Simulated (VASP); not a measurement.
# Pt (Cmcm) in VASP: further runs

Pt is run at these levels: PBEsol; tasks: single point.

Everything below comes from runs of VASP 6.6.1. Logs are shortened: lines on timing, memory, paths and dates and some standing lists are left out, and cuts for length are marked.

### 1 The cell of the first run

It takes space group Cmcm (No. 63, orthorhombic). Conventional cell: a = 2.650 Å, b = 4.973 Å, c = 4.792 Å, α = 90.00°, β = 90.00°, γ = 90.00°. Within 3.5 Å of Pt (site symmetry m2m) lie 12 Pt at 2.65 to 2.91 Å.

### 2 Single point, PBEsol (strain -0.0400 x Voigt [1, -1, 0, 0, 0, 0])

Input file INCAR:

```
SYSTEM = Pt
PREC = Accurate
ENCUT = 520
EDIFF = 1E-6
ISMEAR = 0
SIGMA = 0.15
LREAL = .FALSE.
LASPH = .TRUE.
NELM = 60
ALGO = Fast
ISIF = 2
LWAVE = .FALSE.
LCHARG = .FALSE.
GGA = PS
NBANDS = 17
```

Input file KPOINTS:

```
regular mesh
0
G
  18 18 10
  0 0 0
```

Input file POSCAR:

```
Pt
1.0
    2.6502389911      0.0000000000      0.0000000000
   -1.3251194956      2.4864388168      0.0000000000
    0.0000000000      0.0000000000      4.7921340000
Pt
2
Direct
    0.6666666667      0.3333333333      0.7500000000
    0.3333333333      0.6666666667      0.2500000000
```

Potentials or basis: VASP PAW PBE potentials, release 64 (Pt).

The run is started by

```bash
> cat potpaw_PBE.64/Pt/POTCAR > POTCAR
> mpirun -np 1 vasp_std > vasp.out
```

OUTCAR:

```text
SYSTEM = Pt
   PREC = Accurate
   ENCUT = 520
   EDIFF = 1E-6
   ISMEAR = 0
   LREAL = .FALSE.
   LASPH = .TRUE.
   NELM = 60
   ISIF = 2
   GGA = PS

 ion  position               nearest neighbor table
   1  0.667  0.333  0.750-   2 2.86   2 2.86   2 2.86   2 2.86   2 2.91   2 2.91
   2  0.333  0.667  0.250-   1 2.86   1 2.86   1 2.86   1 2.86   1 2.91   1 2.91

  LATTYP: Found a base centered orthorhombic cell.
 ALAT       =     2.6502389911
 B/A-ratio  =     1.8763883749
 C/A-ratio  =     1.8081893807

  Lattice vectors:

 A1 = (   1.3251194956,  -2.4864388168,   0.0000000000)
 A2 = (   1.3251194955,   2.4864388168,   0.0000000000)
 A3 = (   0.0000000000,   0.0000000000,   4.7921340000)

Analysis of symmetry for initial positions (statically):
=====================================================================
 Subroutine PRICEL returns:
 Original cell was already a primitive cell.

 Routine SETGRP: Setting up the symmetry group for a
 base centered orthorhombic supercell.

 Subroutine GETGRP returns: Found  8 space group operations
 (whereof  4 operations were pure point group operations)
 out of a pool of  8 trial point group operations.

The static configuration has the point symmetry C_2h.
 The point group associated with its full space group is D_2h.

Analysis of symmetry for dynamics (positions and initial velocities):
=====================================================================
 Subroutine PRICEL returns:
 Original cell was already a primitive cell.

 Routine SETGRP: Setting up the symmetry group for a
 base centered orthorhombic supercell.

 Subroutine GETGRP returns: Found  8 space group operations
 (whereof  4 operations were pure point group operations)
 out of a pool of  8 trial point group operations.

The dynamic configuration has the point symmetry C_2h.
 The point group associated with its full space group is D_2h.

 Subroutine INISYM returns: Found  8 space group operations
 (whereof  4 operations are pure point group operations),
 and found     1 'primitive' translations

----------------------------------------------------------------------------------------

                                     Primitive cell

  volume of cell :      31.5785

  direct lattice vectors                    reciprocal lattice vectors
     2.650238991  0.000000000  0.000000000     0.377324461  0.201090812  0.000000000
    -1.325119496  2.486438817  0.000000000     0.000000000  0.402181623  0.000000000
     0.000000000  0.000000000  4.792134000     0.000000000  0.000000000  0.208675300

  length of vectors
     2.650238991  2.817502381  4.792134000     0.427564339  0.402181623  0.208675300

  position of ions in fractional coordinates (direct lattice)
     0.666666667  0.333333333  0.750000000
     0.333333333  0.666666667  0.250000000

  ion indices of the primitive-cell ions
   primitive index   ion index
                 1           1
                 2           2

----------------------------------------------------------------------------------------

 KPOINTS: regular mesh

Automatic generation of k-mesh.
 Grid dimensions read from file:
 generate k-points for:   18   18   10

 Generating k-lattice:

  Cartesian coordinates                     Fractional coordinates (reciprocal lattice)
     0.020962470  0.011171712  0.000000000     0.055555556  0.000000000  0.000000000
     0.000000000  0.022343424  0.000000000     0.000000000  0.055555556  0.000000000
     0.000000000  0.000000000  0.020867530     0.000000000  0.000000000  0.100000000

  Length of vectors
     0.023753574  0.022343424  0.020867530

  Shift w.r.t. Gamma in fractional coordinates (k-lattice)
     0.000000000  0.000000000  0.000000000

 Subroutine IBZKPT returns following result:
 ===========================================

 Found    546 irreducible k-points:

 Following reciprocal coordinates:
            Coordinates               Weight
  0.000000  0.000000  0.000000      1.000000
  0.055556  0.000000  0.000000      4.000000
  0.111111  0.000000  0.000000      4.000000
  0.166667 -0.000000  0.000000      4.000000
  0.222222 -0.000000  0.000000      4.000000
  0.277778 -0.000000  0.000000      4.000000
[... 16 lines left out ...]
 -0.333333  0.055556  0.000000      4.000000
 -0.277778  0.055556  0.000000      4.000000
 [... further k-points ...]
   k-points           NKPTS =    546   k-points in BZ     NKDIM =    546   number of bands    NBANDS=     17
   number of dos      NEDOS =    301   number of ions     NIONS =      2
   total plane-waves  NPLWV =  17280
   dimension x,y,z NGX =    20 NGY =   24 NGZ =   36
   dimension x,y,z NGXF=    40 NGYF=   48 NGZF=   72
   ions per type =               2
   NGX,Y,Z   is equivalent  to a cutoff of  12.55, 14.16, 12.49 a.u.
   NGXF,Y,Z  is equivalent  to a cutoff of  25.09, 28.32, 24.98 a.u.
 SYSTEM =  Pt
   PREC   = accura    normal or accurate (medium, high low for compatibility)
   ISTART =      0    job   : 0-new  1-cont  2-samecut
   ICHARG =      2    charge: 1-file 2-atom 10-const
   ISPIN  =      1    spin polarized calculation?
   LNONCOLLINEAR =      F non collinear calculations
   LSORBIT =      F    spin-orbit coupling
   LASPH  =      T    aspherical Exc in radial PAW
   ENCUT  =  520.0 eV  38.22 Ry    6.18 a.u.   4.93  5.24  8.91*2*pi/ulx,y,z
   NELM   =     60;   NELMIN=  2; NELMDL= -5     # of ELM steps
   EDIFF  = 0.1E-05   stopping-criterion for ELM
   LREAL  =      F    real-space projection
   EDIFFG = 0.1E-04   stopping-criterion for IOM
   NSW    =      0    number of steps for IOM
   IBRION =     -1    ionic relax: 0-MD 1-quasi-New 2-CG
   NFREE  =      0    steps in history (QN), initial steepest desc. (CG)
   ISIF   =      2    stress and relaxation
   ISYM   =      2    0-nonsym 1-usesym 2-fastsym
   POTIM  = 0.5000    time-step for ionic-motion
   TEBEG  =    0.0;   TEEND  =   0.0 temperature during run
   PSTRESS=    0.0 pullay stress
   NELECT =      20.0000    total number of electrons
   NUPDOWN=      -1.0000    fix difference up-down
   EMIN   =  10.00;   EMAX   =-10.00  energy-range for DOS
   EFERMI =   0.00;   METHOD = LEGACY
   ISMEAR =     0;   SIGMA  =   0.15  broadening in eV -4-tet -1-fermi 0-gaus
   EFERMI_NEDOS =   21; number of points for ismear=-14 and -15
   IALGO  =     68    algorithm
   IMIX   =      4    mixing-type and parameters
     AMIX     =   0.40;   BMIX     =  1.00
     AMIX_MAG =   1.60;   BMIX_MAG =  1.00
  volume/ion in A,a.u.               =      15.79       106.55
  Fermi-wavevector in a.u.,A,eV,Ry     =   1.405899  2.656765 26.892637  1.976553
  Thomas-Fermi vector in A             =   2.528314
   LORBIT       =      0    0 simple, 1 ext, 2 COOP (PROOUT), +10 PAW based schemes
   GGA     = PS    functional components
   LHFCALC =     F    Hartree Fock is set to
   AEXX    =    0.0000 exact exchange contribution
   IVDW    =     0    specifies the selected vdW correction
   LEPSILON=     F    determine dielectric tensor
   LRPA    =     F    only Hartree local field effects (RPA)
 non-spin polarized calculation
 RMM-DIIS sequential band-by-band and
 Gauss-broadening in eV      SIGMA  =   0.15
  energy-cutoff  :      520.00
  volume of cell :       31.58
 maximum number of plane-waves:       864
   NGX =  9   NGY = 11   NGZ = 17

 number of electron      20.0000003 magnetization

 Free energy of the ion-electron system (eV)
  ---------------------------------------------------
  ext. energy  EPLUGINS =         0.00000000
  ---------------------------------------------------
  free energy    TOTEN  =       -13.69987375 eV

  energy without entropy =      -13.65637430  energy(sigma->0) =      -13.67812402

 E-fermi :  10.1978     XC(G=0): -13.3483

 val. band max:       10.1924671564   @ k =   0.2778   0.2778   0.2000
 cond. band min:      10.1986498245   @ k =  -0.3333   0.0556   0.5000
 fundamental gap:      0.0061826680
 Fermi energy:        10.1977547609

 k-point     1 :       0.0000    0.0000    0.0000
  band No.  band energies     occupation
      1       0.4417      2.00000
      2       3.0936      2.00000
      3       6.1117      2.00000
      4       6.1335      2.00000
      5       6.6066      2.00000
      6       7.5032      2.00000
[... 9 lines left out ...]
     16      27.4383      0.00000
     17      30.5377      0.00000

 k-point     2 :       0.0556    0.0000    0.0000
  band No.  band energies     occupation
      1       0.5609      2.00000
      2       3.2086      2.00000
      3       6.1087      2.00000
      4       6.2537      2.00000
      5       6.6515      2.00000
      6       7.4646      2.00000
[... 9 lines left out ...]
     16      27.6270      0.00000
     17      30.0161      0.00000

 k-point     3 :       0.1111    0.0000    0.0000
  band No.  band energies     occupation
      1       0.9097      2.00000
      2       3.5359      2.00000
      3       6.1291      2.00000
      4       6.5289      2.00000
      5       6.7556      2.00000
      6       7.4108      2.00000
[... 9 lines left out ...]
     16      27.8399      0.00000
     17      29.0719      0.00000

 k-point     4 :       0.1667   -0.0000    0.0000
  band No.  band energies     occupation
      1       1.4589      2.00000
      2       4.0053      2.00000
      3       6.0757      2.00000
      4       6.7689      2.00000
      5       6.8579      2.00000
      6       6.9509      2.00000
[... 9 lines left out ...]
     16      27.0705      0.00000
     17      28.4270      0.00000
[... 343 lines left out ...]
      1       3.7636      2.00000
      2       4.2908      2.00000
      3       4.8676      2.00000
      4       6.5228      2.00000
      5       6.6716      2.00000
      6       7.2018      2.00000
[... 9 lines left out ...]
     16      24.5905      0.00000
     17      24.8291      0.00000

 k-point    23 :      -0.3333    0.0556    0.0000
  band No.  band energies     occupation
      1       3.3130      2.00000
      2       4.5180      2.00000
      3       5.2511      2.00000
      4       6.2674      2.00000
      5       6.7488      2.00000
      6       6.8874      2.00000
[... 9 lines left out ...]
     16      25.3623      0.00000
     17      27.4828      0.00000

 k-point    24 :      -0.2778    0.0556    0.0000
  band No.  band energies     occupation
      1       2.6342      2.00000
      2       4.6149      2.00000
      3       5.7593      2.00000
      4       6.1035      2.00000
      5       6.5832      2.00000
      6       7.1762      2.00000
[... 9 lines left out ...]
     16      26.2962      0.00000
     17      28.5346      0.00000

 [... further k-points ...]

------------------------ aborting loop because EDIFF is reached ----------------------------------------

  FORCE on cell =-STRESS in cart. coord.  units (eV):
  Direction    XX          YY          ZZ          XY          YZ          ZX
  --------------------------------------------------------------------------------------
  -------------------------------------------------------------------------------------
  Total        0.3237710     -3.4806204     -2.3373068      0.0000000      0.0000000      0.0000000
  in kB       16.4269443   -176.5938107   -118.5863038      0.0000000      0.0000000      0.0000000
  external PRESSURE =     -92.9177234 kB  Pullay stress =       0.0000000 kB

 VOLUME and BASIS-vectors are now :
 -----------------------------------------------------------------------------
  energy-cutoff  :      520.00
  volume of cell :       31.58
      direct lattice vectors                 reciprocal lattice vectors
     2.650238991  0.000000000  0.000000000     0.377324461  0.201090812  0.000000000
    -1.325119496  2.486438817  0.000000000     0.000000000  0.402181623  0.000000000
     0.000000000  0.000000000  4.792134000     0.000000000  0.000000000  0.208675300

 POSITION                                       TOTAL-FORCE (eV/Angst)
 -----------------------------------------------------------------------------------
      1.32512      0.82881      3.59410         0.000000     -0.006079      0.000000
     -0.00000      1.65763      1.19803        -0.000000      0.006079      0.000000
 -----------------------------------------------------------------------------------
    total drift:                               -0.000000      0.000000     -0.000000

  FREE ENERGIE OF THE ION-ELECTRON SYSTEM (eV)
  ---------------------------------------------------
  free  energy   TOTEN  =       -13.6998737525 eV

  energy  without entropy=      -13.6563742972  energy(sigma->0) =      -13.67812402
```

Wall time 1.9 min (1 thread of AMD EPYC 9R45 (Zen 5), shared host); peak memory 0.31 GiB.

What came out:

| Quantity | Value |
| --- | --- |
| Free energy | -13.6999 eV |
| Pressure | -9.3 GPa |
| Largest force | 0.006 eV/Å |
| Band gap on the k mesh | zero (bands 10 and 11 overlap by 1.26 eV) |

Forces on the atoms (eV/Å):
```
Pt   0.000 -0.006  0.000
Pt   0.000  0.006  0.000
```

Levels at points of the mesh, in eV from the Fermi level:
```csv
k point,band 6,band 7,band 8,band 9,band 10,band 11,band 12,band 13,band 14,band 15
"(0.00, 0.00, 0.00)",-2.69,-2.37,-1.95,-1.60,-0.78,-0.35,-0.05,4.63,14.98,15.67
"(0.50, 0.00, 0.00)",-2.70,-2.50,-0.07,0.29,0.48,2.51,4.09,7.65,9.04,9.87
"(0.00, 0.50, 0.00)",-2.82,-2.63,0.20,0.20,0.40,1.95,3.25,6.58,8.30,8.88
"(0.00, 0.00, 0.50)",-3.93,-2.74,-2.74,-0.93,-0.93,-0.59,-0.59,11.86,11.86,15.42
"(0.50, 0.00, 0.50)",-1.94,-0.81,-0.81,0.43,0.43,1.91,1.91,6.92,6.92,14.32
"(0.00, 0.50, 0.50)",-1.42,-1.02,-1.02,0.33,0.33,1.34,1.34,5.70,5.70,13.62
```

Caveat: the cell differs from its parent crystal (strain -0.0400 x Voigt [1, -1, 0, 0, 0, 0]); the stress differs along the axes, from -18 to 2 GPa; the PAW data sets were made with another functional, which shifts forces and pressure a little; spin-orbit coupling is left out, which moves the levels of the heavy elements.

(Continued in part 2 of 2.)
